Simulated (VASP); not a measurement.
# AgCl (Cmmm) in VASP: a series of runs, part 2 of 2

VASP 6.6.1. The steps go on from the part before.

**4. Single point, PBEsol (engineering shear strain xz -0.1650, engineering shear strain yz +0.0000)**

Input file INCAR:

```
  PREC = Accurate
  ENCUT = 520
  EDIFF = 1E-7
  ISMEAR = 0
  SIGMA = 0.05
  LREAL = False
  LASPH = True
  NELM = 60
  ALGO = Normal
  ISIF = 2
  LWAVE = False
  LCHARG = False
  GGA = PS
  NBANDS = 16
```

Input file KPOINTS:

```
regular mesh
0
Gamma
  10 10 10
```

Input file POSCAR:

```
AgCl
1.0
    3.3311591989      0.0000000000     -0.2748206339
    0.0000000000      3.3311591989      0.0000000000
   -0.2748206339      0.0000000000      3.3311591989
Ag Cl
1 1
Direct
    0.0000000000      0.0000000000      0.0000000000
    0.5000000000      0.5000000000      0.5000000000
```

Launch:

```console
$ cat potpaw_PBE.64/Ag/POTCAR potpaw_PBE.64/Cl/POTCAR > POTCAR
$ mpirun -np 1 vasp_std > vasp.out
```

Run time: 35 s. Hardware: 1 thread of Intel Xeon 6975P-C (Granite Rapids), shared host; peak memory 0.23 GiB.

Results (log left out):

| Item | Value |
| --- | --- |
| Free energy | -5.8504 eV |
| Pressure | 1.2 GPa |
| Band gap on the k mesh | 0.01 eV, indirect (least direct gap 2.10 eV) |

Stress tensor (GPa, compression positive):
```
 1.14  0.00 -1.18
 0.00  1.33  0.00
-1.18  0.00  1.14
```

Levels at points of the mesh, in eV from the valence-band top:
| k point | band 6 | band 7 | band 8 | band 9 | band 10 | band 11 | band 12 | band 13 |
| --- | --- | --- | --- | --- | --- | --- | --- | --- |
| (0.00, 0.00, 0.00) | -2.75 | -2.56 | -2.55 | -2.09 | 0.01 | 8.65 | 8.79 | 12.33 |
| (0.50, 0.00, 0.00) | -2.62 | -2.15 | -0.74 | -0.41 | 4.01 | 5.58 | 7.76 | 9.23 |
| (0.00, 0.50, 0.00) | -2.75 | -2.11 | -1.19 | 0.00 | 4.25 | 5.47 | 8.51 | 8.97 |
| (0.50, 0.50, 0.00) | -2.97 | -2.80 | -2.28 | -1.84 | 2.00 | 8.34 | 8.92 | 9.62 |
| (0.50, 0.00, 0.50) | -2.99 | -2.91 | -2.32 | -1.83 | 2.17 | 7.69 | 9.57 | 9.91 |
| (0.50, 0.50, 0.50) | -2.26 | -1.13 | -0.83 | -0.28 | 3.00 | 3.87 | 4.59 | 6.85 |

Caveat: the cell differs from its parent crystal (engineering shear strain xz -0.1650, engineering shear strain yz +0.0000); the PAW data sets were made with another functional, which shifts forces and pressure a little. A k mesh can miss the band edges.

**5. Single point, PBEsol (engineering shear strain xz -0.0550, engineering shear strain yz +0.0000)**

Input file INCAR:

```
SYSTEM = AgCl
PREC = Accurate
ENCUT = 520
EDIFF = 1E-7
ISMEAR = 0
SIGMA = 0.05
LREAL = .FALSE.
LASPH = .TRUE.
NELM = 100
ALGO = Normal
ISIF = 2
LWAVE = .FALSE.
LCHARG = .TRUE.
GGA = PS
LELF = .TRUE.
LVHAR = .TRUE.
NBANDS = 16
```

Input file KPOINTS:

```
regular mesh
0
G
  10 10 10
  0 0 0
```

Input file POSCAR:

```
AgCl
1.0
    3.3311591989      0.0000000000     -0.0916068780
    0.0000000000      3.3311591989      0.0000000000
   -0.0916068780      0.0000000000      3.3311591989
Ag Cl
1 1
Direct
    0.0000000000      0.0000000000      0.0000000000
    0.5000000000      0.5000000000      0.5000000000
```

Potentials or basis: VASP PAW PBE potentials, release 64 (Ag, Cl).

Launch:

```console
$ cat potpaw_PBE.64/Ag/POTCAR potpaw_PBE.64/Cl/POTCAR > POTCAR
$ mpirun -np 1 vasp_std > vasp.out
```

OUTCAR:

```text
SYSTEM = AgCl
   PREC = Accurate
   ENCUT = 520
   EDIFF = 1E-7
   ISMEAR = 0
   LREAL = .FALSE.
   LASPH = .TRUE.
   NELM = 100
   ISIF = 2
   GGA = PS

 ion  position               nearest neighbor table
   1  0.000  0.000  0.000-   2 2.83   2 2.83   2 2.83   2 2.83   2 2.94   2 2.94   2 2.94   2 2.94

   2  0.500  0.500  0.500-   1 2.83   1 2.83   1 2.83   1 2.83   1 2.94   1 2.94   1 2.94   1 2.94

  LATTYP: Found a base centered orthorhombic cell.
 ALAT       =     4.5814188282
 B/A-ratio  =     1.0565552699
 C/A-ratio  =     0.7271020886

  Lattice vectors:

 A1 = (  -0.0916068780,   0.0000000000,   3.3311591989)
 A2 = (   3.3311591989,   0.0000000000,  -0.0916068780)
 A3 = (   0.0000000000,   3.3311591989,   0.0000000000)

Analysis of symmetry for initial positions (statically):
=====================================================================
 Subroutine PRICEL returns:
 Original cell was already a primitive cell.

 Routine SETGRP: Setting up the symmetry group for a
 base centered orthorhombic supercell.

 Subroutine GETGRP returns: Found  8 space group operations
 (whereof  8 operations were pure point group operations)
 out of a pool of  8 trial point group operations.
[... 159 lines left out ...]
  ---------------------------------------------------
  free energy    TOTEN  =        -5.82514503 eV

  energy without entropy =       -5.82514499  energy(sigma->0) =       -5.82514501

 E-fermi :   5.3269     XC(G=0): -11.1098

 val. band max:        5.1924175525   @ k =   0.0000   0.5000   0.0000
 cond. band min:       5.4613188543   @ k =   0.0000   0.0000   0.0000
 fundamental gap:      0.2689013019
 Fermi energy:         5.3268800960

 k-point     1 :       0.0000    0.0000    0.0000
  band No.  band energies     occupation
      1     -10.1969      2.00000
      2       1.8066      2.00000
      3       1.8153      2.00000
      4       2.9285      2.00000
      5       2.9570      2.00000
      6       3.0039      2.00000
[... 433 lines left out ...]
      3       1.1092      2.00000
      4       2.0986      2.00000
      5       2.2942      2.00000
      6       2.7362      2.00000
[... 8 lines left out ...]
     15      19.3093      0.00000
     16      21.5928      0.00000

 [... further k-points ...]
[... 5 lines left out ...]
  --------------------------------------------------------------------------------------
  -------------------------------------------------------------------------------------
  Total        0.0024083      0.0051779      0.0024083      0.0000000      0.0000000     -0.1475751
  in kB        0.1044648      0.2245997      0.1044648      0.0000000      0.0000000     -6.4012692
  external PRESSURE =       0.1445098 kB  Pullay stress =       0.0000000 kB

 VOLUME and BASIS-vectors are now :
 -----------------------------------------------------------------------------
  energy-cutoff  :      520.00
  volume of cell :       36.94
      direct lattice vectors                 reciprocal lattice vectors
     3.331159199  0.000000000 -0.091606878     0.300422995  0.000000000  0.008261632
     0.000000000  3.331159199  0.000000000     0.000000000  0.300195800  0.000000000
    -0.091606878  0.000000000  3.331159199     0.008261632  0.000000000  0.300422995

 POSITION                                       TOTAL-FORCE (eV/Angst)
 -----------------------------------------------------------------------------------
      0.00000      0.00000      0.00000         0.000000      0.000000      0.000000
      1.61978      1.66558      1.61978        -0.000000      0.000000      0.000000
 -----------------------------------------------------------------------------------
    total drift:                               -0.000000      0.000000      0.000000

  FREE ENERGIE OF THE ION-ELECTRON SYSTEM (eV)
  ---------------------------------------------------
  free  energy   TOTEN  =        -5.8251450317 eV

  energy  without entropy=       -5.8251449908  energy(sigma->0) =       -5.82514501
```

OSZICAR:

```text
N       E                     dE             d eps       ncg     rms          rms(c)
DAV:   1     0.991915901673E+02    0.99192E+02   -0.87441E+03  6040   0.103E+03
DAV:   2    -0.272327425021E+01   -0.10191E+03   -0.93259E+02  7584   0.227E+02
DAV:   3    -0.607163170047E+01   -0.33484E+01   -0.33415E+01  7120   0.433E+01
DAV:   4    -0.609192515445E+01   -0.20293E-01   -0.20292E-01  7832   0.370E+00
DAV:   5    -0.609214632347E+01   -0.22117E-03   -0.22117E-03  7136   0.371E-01    0.743E+00
DAV:   6    -0.583471180786E+01    0.25743E+00   -0.43742E-01  7304   0.956E+00    0.492E+00
DAV:   7    -0.582873815773E+01    0.59737E-02   -0.95760E-02  6504   0.205E+00    0.235E+00
DAV:   8    -0.582535770731E+01    0.33805E-02   -0.56162E-03  7576   0.747E-01    0.384E-01
DAV:   9    -0.582512972127E+01    0.22799E-03   -0.50545E-04  7824   0.341E-01    0.536E-02
DAV:  10    -0.582514248499E+01   -0.12764E-04   -0.53732E-05  6904   0.760E-02    0.256E-02
DAV:  11    -0.582514504002E+01   -0.25550E-05   -0.24850E-06  7408   0.133E-02    0.509E-03
DAV:  12    -0.582514503172E+01    0.83012E-08   -0.59106E-07  7160   0.623E-03
   1 F= -.58251450E+01 E0= -.58251450E+01  d E =-.409058E-07
```

Wall time 38 s (1 thread of Intel Xeon 6975P-C (Granite Rapids), shared host); peak memory 0.23 GiB.

What came out:

* Free energy: -5.8251 eV
* Pressure: 0.0 GPa
* Band gap on the k mesh: 0.27 eV, indirect (least direct gap 2.17 eV)

Caveat: the cell differs from its parent crystal (engineering shear strain xz -0.0550, engineering shear strain yz +0.0000); the PAW data sets were made with another functional, which shifts forces and pressure a little. A k mesh can miss the band edges.

**6. The runs side by side**

| cell | gap on the mesh (eV) | pressure (GPa) |
| --- | --- | --- |
| a = 3.351, b = 3.331 Å, angles 90.0, 102.6, 90.0°, 2 atoms | none | 2.4 |
| a = 3.336, b = 3.331 Å, angles 90.0, 96.3, 90.0°, 2 atoms | 0.12 | 0.4 |
| a = 3.342, b = 3.331 Å, angles 90.0, 99.4, 90.0°, 2 atoms | 0.01 | 1.2 |
| a = 3.332, b = 3.331 Å, angles 90.0, 93.2, 90.0°, 2 atoms | 0.27 | 0.0 |

Alike in all rows: task single point; level PBEsol; potentials or basis VASP PAW PBE potentials, release 64 (Ag, Cl); no spin polarisation; k mesh 10 × 10 × 10; cutoff (eV) 520; smearing gaussian 0.05 eV.

Caveats: the PAW data sets were made with another functional, which shifts forces and pressure a little.

Total energies depend on the potentials used, so only differences within one code and one set of settings carry meaning.
